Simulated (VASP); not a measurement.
# Ga (Pm-3m) in VASP: notebook

The runs below take Ga through single point, with BLYP+D4, PBE.

Program: VASP 6.6.1. These are calculated values, not measurements. Logs are shortened: lines on timing, memory, paths and dates and some standing lists are left out, and cuts for length are marked.

**1. The cell of the first run**

It takes space group Pm-3m (No. 221, cubic). Conventional cell: a = 2.686 Å, b = 2.686 Å, c = 2.686 Å, α = 90.00°, β = 90.00°, γ = 90.00°. Within 3.5 Å of Ga (site symmetry m-3m) lie 6 Ga at 2.69 Å.

**2. Single point, BLYP+D4**

Contents of INCAR:

```
AGGAC = 1.0
AGGAX = 1.0
ALDAC = 0.0
ALDAX = 1.0
ALGO = Normal
EDIFF = 1E-7
ENCUT = 520
GGA = B5
ISIF = 2
ISMEAR = -1
IVDW = 13
LASPH = T
LCHARG = F
LREAL = F
LWAVE = F
NBANDS = 12
NELM = 100
PREC = Accurate
SIGMA = 0.05
VDW_A1 = 0.44488865
VDW_A2 = 4.0933009
VDW_S6 = 1.0
VDW_S8 = 2.34076671
```

Contents of KPOINTS:

```
k-points
0
Gamma
  10 10 10
```

Contents of POSCAR:

```
Ga
1.0
    2.6859138674      0.0000000000      0.0000000000
    0.0000000000      2.6859138674      0.0000000000
    0.0000000000      0.0000000000      2.6859138674
Ga
1
Direct
    0.0000000000      0.0000000000      0.0000000000
```

Potentials or basis: VASP PAW PBE potentials, release 64 (Ga_d).

Started as:

```bash
$ cat potpaw_PBE.64/Ga_d/POTCAR > POTCAR
$ mpirun -np 1 vasp_std > vasp.out
```

OUTCAR:

```text
EDIFF = 1E-7
   ENCUT = 520
   GGA = B5
   ISIF = 2
   ISMEAR = -1
   IVDW = 13
   LASPH = T
   LREAL = F
   NELM = 100
   PREC = Accurate

 ion  position               nearest neighbor table
   1  0.000  0.000  0.000-

  LATTYP: Found a simple cubic cell.
 ALAT       =     2.6859138674

  Lattice vectors:

 A1 = (   2.6859138674,   0.0000000000,   0.0000000000)
 A2 = (   0.0000000000,   2.6859138674,   0.0000000000)
 A3 = (   0.0000000000,   0.0000000000,   2.6859138674)

Analysis of symmetry for initial positions (statically):
=====================================================================
 Subroutine PRICEL returns:
 Original cell was already a primitive cell.

 Routine SETGRP: Setting up the symmetry group for a
 simple cubic supercell.

 Subroutine GETGRP returns: Found 48 space group operations
 (whereof 48 operations were pure point group operations)
 out of a pool of 48 trial point group operations.

The static configuration has the point symmetry O_h .

Analysis of symmetry for dynamics (positions and initial velocities):
=====================================================================
 Subroutine PRICEL returns:
 Original cell was already a primitive cell.

 Routine SETGRP: Setting up the symmetry group for a
 simple cubic supercell.

 Subroutine GETGRP returns: Found 48 space group operations
 (whereof 48 operations were pure point group operations)
 out of a pool of 48 trial point group operations.

The dynamic configuration has the point symmetry O_h .

 Subroutine INISYM returns: Found 48 space group operations
 (whereof 48 operations are pure point group operations),
 and found     1 'primitive' translations

----------------------------------------------------------------------------------------

                                     Primitive cell

  volume of cell :      19.3765

  direct lattice vectors                    reciprocal lattice vectors
     2.685913867  0.000000000  0.000000000     0.372312758  0.000000000  0.000000000
     0.000000000  2.685913867  0.000000000     0.000000000  0.372312758  0.000000000
     0.000000000  0.000000000  2.685913867     0.000000000  0.000000000  0.372312758

  length of vectors
     2.685913867  2.685913867  2.685913867     0.372312758  0.372312758  0.372312758

  position of ions in fractional coordinates (direct lattice)
     0.000000000  0.000000000  0.000000000

  ion indices of the primitive-cell ions
   primitive index   ion index
                 1           1

----------------------------------------------------------------------------------------

 KPOINTS: k-points

Automatic generation of k-mesh.
 Grid dimensions read from file:
 generate k-points for:   10   10   10

 Generating k-lattice:

  Cartesian coordinates                     Fractional coordinates (reciprocal lattice)
     0.037231276  0.000000000  0.000000000     0.100000000  0.000000000  0.000000000
     0.000000000  0.037231276  0.000000000     0.000000000  0.100000000  0.000000000
     0.000000000  0.000000000  0.037231276     0.000000000  0.000000000  0.100000000

  Length of vectors
     0.037231276  0.037231276  0.037231276

  Shift w.r.t. Gamma in fractional coordinates (k-lattice)
     0.000000000  0.000000000  0.000000000

 Subroutine IBZKPT returns following result:
 ===========================================

 Found     56 irreducible k-points:

 Following reciprocal coordinates:
            Coordinates               Weight
  0.000000  0.000000  0.000000      1.000000
  0.100000  0.000000  0.000000      6.000000
  0.200000  0.000000  0.000000      6.000000
  0.300000  0.000000  0.000000      6.000000
  0.400000  0.000000  0.000000      6.000000
  0.500000  0.000000  0.000000      3.000000
[... 16 lines left out ...]
  0.200000  0.100000  0.100000     24.000000
  0.300000  0.100000  0.100000     24.000000
 [... further k-points ...]
   k-points           NKPTS =     56   k-points in BZ     NKDIM =     56   number of bands    NBANDS=     12
   number of dos      NEDOS =    301   number of ions     NIONS =      1
   total plane-waves  NPLWV =   8000
   dimension x,y,z NGX =    20 NGY =   20 NGZ =   20
   dimension x,y,z NGXF=    40 NGYF=   40 NGZF=   40
   ions per type =               1
   NGX,Y,Z   is equivalent  to a cutoff of  12.38, 12.38, 12.38 a.u.
   NGXF,Y,Z  is equivalent  to a cutoff of  24.76, 24.76, 24.76 a.u.
 SYSTEM =  unknown system
   PREC   = accura    normal or accurate (medium, high low for compatibility)
   ISTART =      0    job   : 0-new  1-cont  2-samecut
   ICHARG =      2    charge: 1-file 2-atom 10-const
   ISPIN  =      1    spin polarized calculation?
   LNONCOLLINEAR =      F non collinear calculations
   LSORBIT =      F    spin-orbit coupling
   LASPH  =      T    aspherical Exc in radial PAW
   ENCUT  =  520.0 eV  38.22 Ry    6.18 a.u.   4.99  4.99  4.99*2*pi/ulx,y,z
   NELM   =    100;   NELMIN=  2; NELMDL= -5     # of ELM steps
   EDIFF  = 0.1E-06   stopping-criterion for ELM
   LREAL  =      F    real-space projection
   EDIFFG = 0.1E-05   stopping-criterion for IOM
   NSW    =      0    number of steps for IOM
   IBRION =     -1    ionic relax: 0-MD 1-quasi-New 2-CG
   NFREE  =      0    steps in history (QN), initial steepest desc. (CG)
   ISIF   =      2    stress and relaxation
   ISYM   =      2    0-nonsym 1-usesym 2-fastsym
   POTIM  = 0.5000    time-step for ionic-motion
   TEBEG  =    0.0;   TEEND  =   0.0 temperature during run
   PSTRESS=    0.0 pullay stress
   NELECT =      13.0000    total number of electrons
   NUPDOWN=      -1.0000    fix difference up-down
   EMIN   =  10.00;   EMAX   =-10.00  energy-range for DOS
   EFERMI =   0.00;   METHOD = LEGACY
   ISMEAR =    -1;   SIGMA  =   0.05  broadening in eV -4-tet -1-fermi 0-gaus
   EFERMI_NEDOS =   21; number of points for ismear=-14 and -15
   IALGO  =     38    algorithm
   IMIX   =      4    mixing-type and parameters
     AMIX     =   0.40;   BMIX     =  1.00
     AMIX_MAG =   1.60;   BMIX_MAG =  1.00
  volume/ion in A,a.u.               =      19.38       130.76
  Fermi-wavevector in a.u.,A,eV,Ry     =   1.433168  2.708295 27.945978  2.053971
  Thomas-Fermi vector in A             =   2.552716
   LORBIT       =      0    0 simple, 1 ext, 2 COOP (PROOUT), +10 PAW based schemes
   GGA     = B5    functional components
   LHFCALC =     F    Hartree Fock is set to
   AEXX    =    0.0000 exact exchange contribution
   IVDW    =    13    specifies the selected vdW correction
   LEPSILON=     F    determine dielectric tensor
   LRPA    =     F    only Hartree local field effects (RPA)
 non-spin polarized calculation
  energy-cutoff  :      520.00
  volume of cell :       19.38
 maximum number of plane-waves:       552
 NGX is ok and might be reduce to    20
   NGX =  9   NGY =  9   NGZ =  9

 number of electron      13.0000009 magnetization

 Free energy of the ion-electron system (eV)
  ---------------------------------------------------
  ext. energy  EPLUGINS =         0.00000000
  ---------------------------------------------------
  free energy    TOTEN  =        -2.08666195 eV

  energy without entropy =       -2.08100828  energy(sigma->0) =       -2.08383511

 E-fermi :   5.5171     XC(G=0): -10.2104

 val. band max:        5.4535852525   @ k =   0.4000   0.3000   0.2000
 cond. band min:       5.5204332968   @ k =   0.4000   0.4000   0.1000
 fundamental gap:      0.0668480443
 Fermi energy:         5.5170698180

 k-point     1 :       0.0000    0.0000    0.0000
  band No.  band energies     occupation
      1      -9.7407      2.00000
      2      -9.7407      2.00000
      3      -9.1806      2.00000
      4      -9.1806      2.00000
      5      -9.1806      2.00000
      6      -5.2813      2.00000
      7      14.5885      0.00000
      8      14.5885      0.00000
      9      14.5885      0.00000
     10      17.7962      0.00000
     11      17.7962      0.00000
     12      20.7320      0.00000

 k-point     2 :       0.1000    0.0000    0.0000
  band No.  band energies     occupation
      1      -9.7366      2.00000
      2      -9.7048      2.00000
      3      -9.1955      2.00000
      4      -9.1955      2.00000
      5      -9.1793      2.00000
      6      -5.0743      2.00000
      7      12.1145      0.00000
      8      14.8034      0.00000
      9      14.8034      0.00000
     10      17.9700      0.00000
     11      19.3962      0.00000
     12      22.1036      0.00000

 k-point     3 :       0.2000    0.0000    0.0000
  band No.  band energies     occupation
      1      -9.7259      2.00000
      2      -9.6138      2.00000
      3      -9.2343      2.00000
      4      -9.2343      2.00000
      5      -9.1760      2.00000
      6      -4.4479      2.00000
      7       8.7418      0.00000
      8      15.4281      0.00000
      9      15.4281      0.00000
     10      18.4919      0.00000
     11      20.2788      0.00000
     12      25.9983      0.00000
[... 286 lines left out ...]
 k-point    23 :       0.2000    0.1000    0.1000
  band No.  band energies     occupation
      1      -9.6692      2.00000
      2      -9.5835      2.00000
      3      -9.2552      2.00000
      4      -9.2493      2.00000
      5      -9.2061      2.00000
      6      -4.0358      2.00000
      7       9.1108      0.00000
      8      12.8397      0.00000
      9      13.6091      0.00000
     10      21.7921      0.00000
     11      22.6435      0.00000
     12      25.6343      0.00000

 k-point    24 :       0.3000    0.1000    0.1000
  band No.  band energies     occupation
      1      -9.6563      2.00000
      2      -9.4704      2.00000
      3      -9.3071      2.00000
      4      -9.2991      2.00000
      5      -9.2014      2.00000
      6      -2.9929      2.00000
      7       6.0232      0.00008
      8      13.7743      0.00000
      9      14.5823      0.00000
     10      22.2804      0.00000
     11      22.4769      0.00000
     12      23.7330      0.00000

 [... further k-points ...]

------------------------ aborting loop because EDIFF is reached ----------------------------------------

  DFT-D4 for vdW energy calculation

  Edisp (eV):   -0.89115

  FORCE on cell =-STRESS in cart. coord.  units (eV):
  Direction    XX          YY          ZZ          XY          YZ          ZX
  --------------------------------------------------------------------------------------
  -------------------------------------------------------------------------------------
  Total       0.00524     0.00524     0.00524    -0.00000     0.00000    -0.00000
  in kB       0.43341     0.43341     0.43341    -0.00000     0.00000    -0.00000
  external pressure =        0.43 kB  Pullay stress =        0.00 kB

 VOLUME and BASIS-vectors are now :
 -----------------------------------------------------------------------------
  energy-cutoff  :      520.00
  volume of cell :       19.38
      direct lattice vectors                 reciprocal lattice vectors
     2.685913867  0.000000000  0.000000000     0.372312758  0.000000000  0.000000000
     0.000000000  2.685913867  0.000000000     0.000000000  0.372312758  0.000000000
     0.000000000  0.000000000  2.685913867     0.000000000  0.000000000  0.372312758

 POSITION                                       TOTAL-FORCE (eV/Angst)
 -----------------------------------------------------------------------------------
      0.00000      0.00000      0.00000         0.000000      0.000000      0.000000
 -----------------------------------------------------------------------------------
    total drift:                               -0.000000      0.000000      0.000000

  FREE ENERGIE OF THE ION-ELECTRON SYSTEM (eV)
  ---------------------------------------------------
  free  energy   TOTEN  =        -2.9778121017 eV

  energy  without entropy=       -2.9721584309  energy(sigma->0) =       -2.97498527
```

Run time: 20 s. Hardware: 1 thread of Intel Xeon 8259CL, shared host; peak memory 0.13 GiB.

What came out:

```
Free energy                : -2.9778 eV
Pressure                   : 0.0 GPa
Dispersion energy per atom : -0.891 eV
```

Levels at points of the mesh, in eV from the Fermi level:
| k point | band 2 | band 3 | band 4 | band 5 | band 6 | band 7 | band 8 | band 9 | band 10 | band 11 |
| --- | --- | --- | --- | --- | --- | --- | --- | --- | --- | --- |
| (0.00, 0.00, 0.00) | -15.26 | -14.70 | -14.70 | -14.70 | -10.80 | 9.07 | 9.07 | 9.07 | 12.28 | 12.28 |
| (0.50, 0.00, 0.00) | -14.91 | -14.85 | -14.85 | -14.68 | -6.37 | -4.12 | 12.52 | 12.52 | 15.97 | 17.13 |
| (0.50, 0.50, 0.00) | -15.05 | -14.83 | -14.83 | -14.55 | -1.74 | -0.71 | -0.71 | 4.67 | 16.09 | 21.03 |
| (0.50, 0.50, 0.50) | -15.07 | -15.07 | -14.54 | -14.54 | 2.57 | 2.57 | 2.57 | 3.81 | 8.58 | 8.58 |

Caveat: the PAW data sets were made with another functional, which shifts forces and pressure a little; pairwise dispersion overbinds metals, which lowers pressure and volume.

**3. Single point, PBE**

This run uses another cell than the first one, of 20.05 Å³/atom, 1.035 times its volume.

Contents of INCAR:

```
SYSTEM = Ga
PREC = Accurate
ENCUT = 520
EDIFF = 1E-6
ISMEAR = 0
SIGMA = 0.027000000000000003
LREAL = .False.
LASPH = .True.
NELM = 60
ALGO = Normal
ISIF = 2
LWAVE = .False.
LCHARG = .True.
GGA = PE
LELF = .True.
LVHAR = .True.
NBANDS = 12
```

Contents of KPOINTS:

```
Automatic mesh
0
Gamma
  10 10 10
  0 0 0
```

Contents of POSCAR:

```
Ga
1.0
    2.7164800000      0.0000000000      0.0000000000
    0.0000000000      2.7164800000      0.0000000000
    0.0000000000      0.0000000000      2.7164800000
Ga
1
Direct
    0.0000000000      0.0000000000      0.0000000000
```

Potentials or basis: VASP PAW PBE potentials, release 64 (Ga_d).

Started as:

```bash
$ cat potpaw_PBE.64/Ga_d/POTCAR > POTCAR
$ mpirun -np 1 vasp_std > vasp.out
```

It took 12 s on 1 thread of Intel Xeon 8259CL, shared host; peak memory 0.13 GiB.

It converged, with:

```yaml
Free_energy: -2.8282 eV
Pressure: 0.5 GPa
```

Levels at points of the mesh, in eV from the Fermi level:
```
           k point  band 3  band 4  band 5  band 6  band 7  band 8  band 9  band 10
(0.00, 0.00, 0.00)  -14.60  -14.60  -14.60  -10.57    8.95    8.95    8.95    11.88
(0.50, 0.00, 0.00)  -14.74  -14.74  -14.58   -6.21   -4.10   12.37   12.37    15.59
(0.50, 0.50, 0.00)  -14.72  -14.72  -14.46   -1.66   -0.67   -0.67    4.22    15.88
(0.50, 0.50, 0.50)  -14.93  -14.45  -14.45    2.62    2.62    2.62    3.76     8.19
```

**4. Single point, PBE**

This run uses another cell than the first one, of 20.05 Å³/atom, 1.035 times its volume.

Contents of INCAR:

```
SYSTEM = Ga
ALGO = Normal
EDIFF = 1E-6
ENCUT = 520
GGA = PE
ISIF = 2
ISMEAR = 0
LASPH = .TRUE.
LCHARG = .TRUE.
LELF = .TRUE.
LREAL = .FALSE.
LVHAR = .TRUE.
LWAVE = .FALSE.
NBANDS = 12
NELM = 60
PREC = Accurate
SIGMA = 0.028000000000000004
```

Contents of KPOINTS:

```
k-points
0
G
  10 10 10
  0 0 0
```

POSCAR is that of step 3.

Started as:

```bash
$ cat potpaw_PBE.64/Ga_d/POTCAR > POTCAR
$ mpirun -np 1 vasp_std > vasp.out
```

Run time: 12 s. Hardware: 1 thread of Intel Xeon 8259CL, shared host; peak memory 0.13 GiB.

Results (log left out):

- Free energy: -2.8282 eV
- Pressure: 0.5 GPa

Levels at points of the mesh, in eV from the Fermi level:
```
           k point  band 3  band 4  band 5  band 6  band 7  band 8  band 9  band 10
(0.00, 0.00, 0.00)  -14.60  -14.60  -14.60  -10.57    8.95    8.95    8.95    11.88
(0.50, 0.00, 0.00)  -14.74  -14.74  -14.58   -6.21   -4.10   12.37   12.37    15.59
(0.50, 0.50, 0.00)  -14.72  -14.72  -14.46   -1.66   -0.66   -0.66    4.22    15.88
(0.50, 0.50, 0.50)  -14.93  -14.45  -14.45    2.62    2.62    2.62    3.76     8.19
```

**5. Overview**

```tsv
level	cell	smearing	gap on the mesh (eV)	pressure (GPa)
BLYP+D4	a = 2.686 Å, 1 atom	fermi-dirac 0.05 eV	none	0.0
PBE	a = 2.716 Å, 1 atom	gaussian 0.027 eV	none	0.5
PBE	a = 2.716 Å, 1 atom	gaussian 0.028 eV	none	0.5
```

Alike in all rows: task single point; potentials or basis VASP PAW PBE potentials, release 64 (Ga_d); no spin polarisation; k mesh 10 × 10 × 10; cutoff (eV) 520.

Caveats: the PAW data sets were made with another functional, which shifts forces and pressure a little (some runs); pairwise dispersion overbinds metals, which lowers pressure and volume (some runs).

Absolute energies hang on the potentials; compare differences alone.
